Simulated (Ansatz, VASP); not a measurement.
# One calculation of Ge, two programs

File INCAR:

```
SYSTEM = Ge
PREC     = Accurate       ! precision mode
ENCUT    = 520            ! plane-wave cutoff, eV
EDIFF    = 1E-6           ! SCF threshold, eV
ISMEAR   = 0              ! smearing method
SIGMA    = 0.15           ! smearing width, eV
LREAL    = .False.        ! projectors in reciprocal space
LASPH    = .True.         ! aspherical terms in the spheres
NELM     = 60             ! most SCF steps
ALGO     = Normal         ! electronic algorithm
ISIF     = 2              ! what is computed and relaxed
LWAVE    = .False.        ! write WAVECAR
LCHARG   = .True.         ! write CHGCAR
LELF     = .True.         ! ELF
LVHAR    = .True.       
NBANDS   = 21             ! bands
```

File KPOINTS:

```
Automatic mesh
0
Gamma
  14 14 14
  0 0 0
```

The input POSCAR:

```
Ge
1.0
    0.0000000000      2.8434572514      2.7452228512
    2.8434572514      0.0000000000      2.7452228512
    2.8434572514      2.8434572514      0.0000000000
Ge
2
Direct
    0.5145870489      0.4854129511      0.4854129511
    0.7354129511      0.7645870489      0.7645870489
```

Input for Ansatz:

```yaml
crystal:
  lattice:
    - [0.0, 2.8434572514, 2.7452228512]
    - [2.8434572514, 0.0, 2.7452228512]
    - [2.8434572514, 2.8434572514, 0.0]
  atoms:
    - { symbol: Ge, position: [0.5145870489, 0.4854129511, 0.4854129511] }
    - { symbol: Ge, position: [0.7354129511, 0.7645870489, 0.7645870489] }
basis:
  ecutwfc: 420
kpoints:
  mp_grid: { grid: [14, 14, 14] }
hamiltonian:
  xc: lda
  pseudopotentials: { kind: paw, azcp: { folder: soft_1 } }
scf:
  occupations: { method: gaussian, width: 0.15 }
output:
  forces: true
  stress: true
  eigenvalues: true
```

Change from the starting cell: mode 4 frozen in at -0.082 Å, strain +e along z and -e/2 along x and y -0.0233.

Alike in both runs: task single point; functional LDA; k mesh 14 × 14 × 14; occupations gaussian, width 0.15 eV; no spin polarisation.

|  | VASP | Ansatz |
| --- | --- | --- |
| version | VASP 6.6.1 | Ansatz 0.2.0 |
| potentials or method | VASP PAW LDA potentials, release 64 (Ge_d), cutoff 520 eV | scalar-relativistic, plane waves, PAW |
| valence electrons in the cell | 28 | 28 |

Ansatz gave:

- gap on the k mesh at the Fermi level (eV): none
- pressure (GPa): 1.0
- traceless stress, the component that is largest in VASP (GPa): -5.27
- rms of the force components (eV/Å): 1.049

Task: Which values does VASP return?

Result: gap on the k mesh at the Fermi level (eV): none; pressure (GPa): 1.2; traceless stress, the component that is largest in VASP (GPa): -5.34; rms of the force components (eV/Å): 1.057.

Ansatz warns that its potentials were made for another functional, while VASP's fit it. LDA's correlation is that of Perdew and Zunger in VASP and of Perdew and Wang (1992) in Ansatz. Atom by atom the forces differ by 0.008 eV/Å (rms over components). A gap of «none» marks a metal or a gap that the smearing closes.
